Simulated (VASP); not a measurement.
Write the native input for VASP 6.6.1 that does the following.

| Property | Result |
| --- | --- |
| Task | single point |
| Functional | LDA |
| Potentials or basis | VASP PAW LDA potentials, release 64 (S) |
| Cutoff | 520 eV |
| k mesh | 20 × 20 × 20 |
| Occupations | gaussian, width 0.15 eV |
| Spin | no spin polarisation |
| Dipole correction | no |
| Further INCAR settings | ALGO = Normal; EDIFF = 1e-06; NBANDS = 9 |

The structure of S lies in POSCAR:

```
S
1.0
    0.0000000000      2.0242655992      1.9345198337
    2.0242655992      0.0000000000      1.9345198337
    2.0242655992      2.0242655992      0.0000000000
S
1
Direct
    0.0000000000      0.0000000000      0.0000000000
```

This cell differs from its parent crystal: strain +0.015 along x and y, -0.030 along z.

These files were run (other wordings do the same):

INCAR

```
SYSTEM = S
ALGO = Normal
EDIFF = 1E-6
ENCUT = 520
GGA = CA
ISIF = 2
ISMEAR = 0
LASPH = .True.
LCHARG = .False.
LREAL = .False.
LWAVE = .False.
NBANDS = 9
NELM = 100
PREC = Accurate
SIGMA = 0.15
```

KPOINTS

```
k-points
0
Gamma
  20 20 20
  0 0 0
```

Potentials or basis: VASP PAW LDA potentials, release 64 (S).

Run with:

```console
$ cat potpaw_LDA.64/S/POTCAR > POTCAR
$ mpirun -np 1 vasp_std > vasp.out
```

Results of the run:

```json
{
 "Pressure": "-6.5 GPa",
 "Band gap on the k mesh": "zero (band 3 reaches 10.50 eV, above the bottom of band 4 at 4.56 eV)"
}
```

Caveat: the cell differs from its parent crystal (strain +0.015 along x and y, -0.030 along z).

Wall time 71 s on 1 thread of Intel Xeon 8259CL, with other jobs on the host, peak memory 0.18 GiB.
